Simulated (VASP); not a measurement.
**Sn: single point with PBEsol**

System: Sn, a slab with vacuum.

```
Sn
1.0
     4.41866    0.00000    0.00000
     0.56233    4.38273    0.00000
     0.00000    0.00000   26.78934
Sn
10
Direct
  0.77421 0.77421 0.27996
  0.21776 0.21776 0.30585
  0.54842 0.54842 0.38351
  0.99197 0.99197 0.40940
  0.32263 0.32263 0.48706
  0.76618 0.76618 0.51294
  0.09684 0.09684 0.59060
  0.54039 0.54039 0.61649
  0.87105 0.87105 0.69415
  0.31460 0.31460 0.72004
```

```
Program             : VASP 6.6.1
Task                : single point
Functional          : PBEsol
Potentials or basis : VASP PAW PBE potentials, release 64 (Sn_d)
Cutoff              : 520 eV
k mesh              : 8 × 8 × 1
Occupations         : gaussian, width 0.1 eV
Spin                : no spin polarisation
```

```yaml
Largest_force: 0.257 eV/Å
Band_gap_on_the_k_mesh: zero (bands 70 and 71 overlap by 2.17 eV)
```

Forces on the atoms (eV/Å):
```
Sn   0.002  0.002  0.256
Sn  -0.056 -0.049  0.018
Sn  -0.001 -0.001 -0.232
Sn   0.061  0.053 -0.197
Sn   0.028  0.024  0.121
Sn  -0.028 -0.024 -0.121
Sn  -0.061 -0.053  0.197
Sn   0.001  0.001  0.232
Sn   0.056  0.049 -0.018
Sn  -0.002 -0.002 -0.256
```

Levels at points of the mesh, in eV from the Fermi level:
```tsv
k point	band 66	band 67	band 68	band 69	band 70	band 71	band 72	band 73	band 74	band 75
(0.00, 0.00, 0.00)	-1.63	-1.32	-1.15	-0.86	-0.66	-0.29	0.43	0.55	1.53	2.57
(0.50, 0.00, 0.00)	-0.80	-0.59	-0.39	0.32	0.34	0.63	0.77	1.04	1.37	1.75
(0.50, 0.50, 0.00)	-2.69	-2.62	-2.46	-2.44	-1.53	-0.83	-0.52	-0.14	0.84	0.99
```

It took 44 min on 1 thread of Oxide Virtual Turin-like Processor, on a shared host, peak memory 0.88 GiB.

Caveat: the PAW data sets were made with another functional, which shifts forces and pressure a little; spin-orbit coupling is left out, which moves the levels of the heavy elements.
